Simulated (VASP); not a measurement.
# Al3CrN4 (P-43m) in VASP: single point with PBE

Aim: the single point of Al3CrN4 with PBE.

Everything below comes from runs of VASP 6.6.1. Logs are shortened: lines on timing, memory, paths and dates and some standing lists are left out, and cuts for length are marked.

### Step 1. The cell of the first run

Symmetry: P-43m, No. 215, cubic system. Conventional cell: a = 4.436 Å, b = 4.436 Å, c = 4.436 Å, α = 90.00°, β = 90.00°, γ = 90.00°. Al (site symmetry -42m) has 4 N at 1.91 Å within 2.5 Å. Cr (site symmetry -43m) has 4 N at 1.95 Å within 2.6 Å. Within 2.5 Å of N (site symmetry 3m) lie 3 Al at 1.91 Å and 1 Cr at 1.95 Å.

### Step 2. Single point, PBE, collinear spin, ferromagnetic start

INCAR

```
PREC = Accurate
ENCUT = 520
EDIFF = 1E-7
ISMEAR = 0
SIGMA = 0.1
LREAL = F
LASPH = T
NELM = 150
ALGO = Normal
ISIF = 2
LWAVE = F
LCHARG = F
ISPIN = 2
MAGMOM = 0 0 0 2.38 0 0 0 0
LORBIT = 11
LMAXMIX = 4
GGA = PE
NBANDS = 34
```

KPOINTS

```
Automatic mesh
0
Gamma
  8 8 8
```

POSCAR

```
Al3CrN4
1.0
    4.4361792645      0.0000000000      0.0000000000
    0.0000000000      4.4361792645      0.0000000000
    0.0000000000      0.0000000000      4.4361792645
Al Cr N
3 1 4
Direct
    0.0000000000      0.5000000000      0.5000000000
    0.5000000000      0.0000000000      0.5000000000
    0.5000000000      0.5000000000      0.0000000000
    0.0000000000      0.0000000000      0.0000000000
    0.2542966839      0.2542966839      0.7457033161
    0.2542966839      0.7457033161      0.2542966839
    0.7457033161      0.2542966839      0.2542966839
    0.7457033161      0.7457033161      0.7457033161
```

Potentials or basis: VASP PAW PBE potentials, release 64 (Al, Cr_pv, N).

Run with:

```sh
$ cat potpaw_PBE.64/Al/POTCAR potpaw_PBE.64/Cr_pv/POTCAR potpaw_PBE.64/N/POTCAR > POTCAR
$ mpirun -np 1 vasp_std > vasp.out
```

OUTCAR:

```text
PREC = Accurate
   ENCUT = 520
   EDIFF = 1E-7
   ISMEAR = 0
   LREAL = F
   LASPH = T
   NELM = 150
   ISIF = 2
   ISPIN = 2
   LORBIT = 11
   GGA = PE

 ion  position               nearest neighbor table
   1  0.000  0.500  0.500-   5 1.91   6 1.91   7 1.91   8 1.91   3 3.14   4 3.14   2 3.14   3 3.14
                             4 3.14   2 3.14   4 3.14   4 3.14   2 3.14   3 3.14   3 3.14   2 3.14
   2  0.500  0.000  0.500-   5 1.91   6 1.91   7 1.91   8 1.91   3 3.14   4 3.14   1 3.14   3 3.14
                             4 3.14   1 3.14   3 3.14   3 3.14   1 3.14   4 3.14   4 3.14   1 3.14
   3  0.500  0.500  0.000-   5 1.91   6 1.91   7 1.91   8 1.91   2 3.14   4 3.14   1 3.14   1 3.14
                             2 3.14   2 3.14   4 3.14   2 3.14   1 3.14   4 3.14   1 3.14   4 3.14
   4  0.000  0.000  0.000-   5 1.95   6 1.95   7 1.95   8 1.95   2 3.14   3 3.14   1 3.14   1 3.14
                             2 3.14   1 3.14   3 3.14   1 3.14   2 3.14   3 3.14   2 3.14   3 3.14
   5  0.254  0.254  0.746-   1 1.91   2 1.91   3 1.91   4 1.95
   6  0.254  0.746  0.254-   1 1.91   2 1.91   3 1.91   4 1.95
   7  0.746  0.254  0.254-   1 1.91   2 1.91   3 1.91   4 1.95
   8  0.746  0.746  0.746-   1 1.91   2 1.91   3 1.91   4 1.95

  LATTYP: Found a simple cubic cell.
 ALAT       =     4.4361792645

  Lattice vectors:

 A1 = (   4.4361792645,   0.0000000000,   0.0000000000)
 A2 = (   0.0000000000,   4.4361792645,   0.0000000000)
 A3 = (   0.0000000000,   0.0000000000,   4.4361792645)

Analysis of symmetry for initial positions (statically):
=====================================================================
 Subroutine PRICEL returns:
 Original cell was already a primitive cell.

 Routine SETGRP: Setting up the symmetry group for a
 simple cubic supercell.

 Subroutine GETGRP returns: Found 24 space group operations
 (whereof 24 operations were pure point group operations)
 out of a pool of 48 trial point group operations.

The static configuration has the point symmetry T_d .

Analysis of symmetry for dynamics (positions and initial velocities):
=====================================================================
 Subroutine PRICEL returns:
 Original cell was already a primitive cell.

 Routine SETGRP: Setting up the symmetry group for a
 simple cubic supercell.

 Subroutine GETGRP returns: Found 24 space group operations
 (whereof 24 operations were pure point group operations)
 out of a pool of 48 trial point group operations.

The dynamic configuration has the point symmetry T_d .

Analysis of structural, dynamic, and magnetic symmetry:
=====================================================================
 Subroutine PRICEL returns:
 Original cell was already a primitive cell.
[... 168 lines left out ...]

 E-fermi :   8.0587     XC(G=0): -11.0366

 val. band max:        8.0526554395   @ k =   0.3750   0.1250   0.0000
 cond. band min:       8.0913148581   @ k =   0.1250   0.1250   0.0000
 fundamental gap:      0.0386594186
 Fermi energy:         8.0587301148

 spin component 1

 k-point     1 :       0.0000    0.0000    0.0000
  band No.  band energies     occupation
      1     -36.7290      1.00000
      2     -36.7289      1.00000
      3     -36.7289      1.00000
      4      -9.0806      1.00000
      5      -6.7171      1.00000
      6      -6.7171      1.00000
[... 829 lines left out ...]
     31      14.6282      0.00000
     32      15.6770      0.00000

 [... further k-points ...]

 spin component 2

 k-point     1 :       0.0000    0.0000    0.0000
  band No.  band energies     occupation
      1     -34.0533      1.00000
      2     -34.0533      1.00000
      3     -34.0533      1.00000
      4      -9.0192      1.00000
      5      -6.6970      1.00000
      6      -6.6970      1.00000
[... 829 lines left out ...]
     31      16.0555      0.00000
     32      16.8606      0.00000

 [... further k-points ...]

 [bands above 32 left out]

------------------------ aborting loop because EDIFF is reached ----------------------------------------

  FORCE on cell =-STRESS in cart. coord.  units (eV):
  Direction    XX          YY          ZZ          XY          YZ          ZX
  --------------------------------------------------------------------------------------
  -------------------------------------------------------------------------------------
  Total       -0.0475412     -0.0475412     -0.0475412     -0.0000000     -0.0000000     -0.0000000
  in kB       -0.8724768     -0.8724768     -0.8724768     -0.0000000     -0.0000000     -0.0000000
  external PRESSURE =      -0.8724768 kB  Pullay stress =       0.0000000 kB

 VOLUME and BASIS-vectors are now :
 -----------------------------------------------------------------------------
  energy-cutoff  :      520.00
  volume of cell :       87.30
      direct lattice vectors                 reciprocal lattice vectors
     4.436179264  0.000000000  0.000000000     0.225419204  0.000000000  0.000000000
     0.000000000  4.436179264  0.000000000     0.000000000  0.225419204  0.000000000
     0.000000000  0.000000000  4.436179264     0.000000000  0.000000000  0.225419204

 POSITION                                       TOTAL-FORCE (eV/Angst)
 -----------------------------------------------------------------------------------
      0.00000      2.21809      2.21809         0.000000      0.000000     -0.000000
      2.21809      0.00000      2.21809         0.000000      0.000000     -0.000000
      2.21809      2.21809      0.00000         0.000000     -0.000000     -0.000000
      0.00000      0.00000      0.00000         0.000000     -0.000000     -0.000000
      1.12811      1.12811      3.30807         0.027341      0.027341     -0.027341
      1.12811      3.30807      1.12811         0.027341     -0.027341      0.027341
      3.30807      1.12811      1.12811        -0.027341      0.027341      0.027341
      3.30807      3.30807      3.30807        -0.027341     -0.027341     -0.027341
 -----------------------------------------------------------------------------------
    total drift:                                0.000000      0.000000      0.000000

  FREE ENERGIE OF THE ION-ELECTRON SYSTEM (eV)
  ---------------------------------------------------
  free  energy   TOTEN  =       -61.9846571387 eV

  energy  without entropy=      -61.9773475243  energy(sigma->0) =      -61.98100233

 total charge

# of ion       s       p       d       tot
------------------------------------------
    1        0.363   0.428   0.000   0.790
    2        0.363   0.428   0.000   0.790
    3        0.363   0.428   0.000   0.790
    4        0.364   6.350   4.170  10.883
    5        1.233   2.572   0.000   3.805
    6        1.233   2.572   0.000   3.805
    7        1.233   2.572   0.000   3.805
    8        1.233   2.572   0.000   3.805
--------------------------------------------------
tot          6.385  17.921   4.170  28.475

 magnetization (x)

# of ion       s       p       d       tot
------------------------------------------
    1        0.008   0.012   0.000   0.020
    2        0.008   0.012   0.000   0.020
    3        0.008   0.012   0.000   0.020
    4        0.022   0.038   2.533   2.594
    5        0.001  -0.017   0.000  -0.016
    6        0.001  -0.017   0.000  -0.016
    7        0.001  -0.017   0.000  -0.016
    8        0.001  -0.017   0.000  -0.016
--------------------------------------------------
tot          0.049   0.006   2.533   2.588
```

Wall time 3.5 min (1 thread of Intel Xeon Platinum 8375C at 2.90GHz (Ice Lake), shared host); peak memory 0.34 GiB.

What came out:

| Item | Value |
| --- | --- |
| Free energy | -61.9847 eV |
| Pressure | -0.1 GPa |
| Largest force | 0.047 eV/Å |
| Band gap on the k mesh | zero (filled and empty bands overlap) |
| Net moment | 3.00 μB per cell |
| Site moments | Al +0.02; Cr +2.59; N -0.02 μB |
| Valence electrons inside the program's atomic spheres | Al 0.79; Cr 10.88; N 3.81 |

Forces on the atoms (eV/Å):
```
Al   0.000  0.000  0.000
Al   0.000  0.000  0.000
Al   0.000  0.000  0.000
Cr   0.000  0.000  0.000
N    0.027  0.027 -0.027
N    0.027 -0.027  0.027
N   -0.027  0.027  0.027
N   -0.027 -0.027 -0.027
```

Caveat: a cell with one magnetic atom can't hold antiferromagnetic order, which such compounds often take. With open d or f shells a metallic result of PBE can be an artefact of self-interaction; +U or a hybrid may open a gap.

The gap in the log of VASP goes by the Fermi energy; the results here count the filled bands.